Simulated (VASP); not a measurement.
A run of VASP 6.6.1 is set up as follows.

INCAR

```
PREC = Accurate
ENCUT = 520
EDIFF = 1E-6
ISMEAR = 0
SIGMA = 0.1
LREAL = False
LASPH = True
NELM = 60
ALGO = Fast
ISIF = 2
LWAVE = False
LCHARG = False
GGA = PE
NBANDS = 51
```

Contents of KPOINTS:

```
regular mesh
0
Gamma
  6 6 2
```

The input POSCAR:

```
Sn2Ge
1.0
    4.4993082000      0.0000000000      0.0000000000
   -2.2496541000      3.8965152000      0.0000000000
    0.0000000000      0.0000000000     11.0631436000
Sn Ge
4 2
Direct
    0.0000000000      0.0000000000      0.3692940000
    0.3333333000      0.6666667000      0.0489850000
    0.6666667000      0.3333333000      0.9510150000
    0.0000000000      0.0000000000      0.6307060000
    0.6666667000      0.3333333000      0.7081520000
    0.3333333000      0.6666667000      0.2918480000
```

Potentials or basis: VASP PAW PBE potentials, release 64 (Sn_d, Ge_d).

Run with:

```console
$ cat potpaw_PBE.64/Sn_d/POTCAR potpaw_PBE.64/Ge_d/POTCAR > POTCAR
$ mpirun -np 1 vasp_std > vasp.out
```

Task: Predict the pressure.

Result: 0.1 GPa.

Task: Predict the band gap on the k mesh.

Result: Zero (bands 42 and 43 overlap by 0.27 eV).

Stress tensor (GPa, compression positive):
```
 0.14  0.00  0.00
 0.00  0.14  0.00
 0.00  0.00 -0.07
```

Caveat: semilocal functionals underestimate gaps, and a narrow one can read as zero; spin-orbit coupling is left out, which moves the levels of the heavy elements.
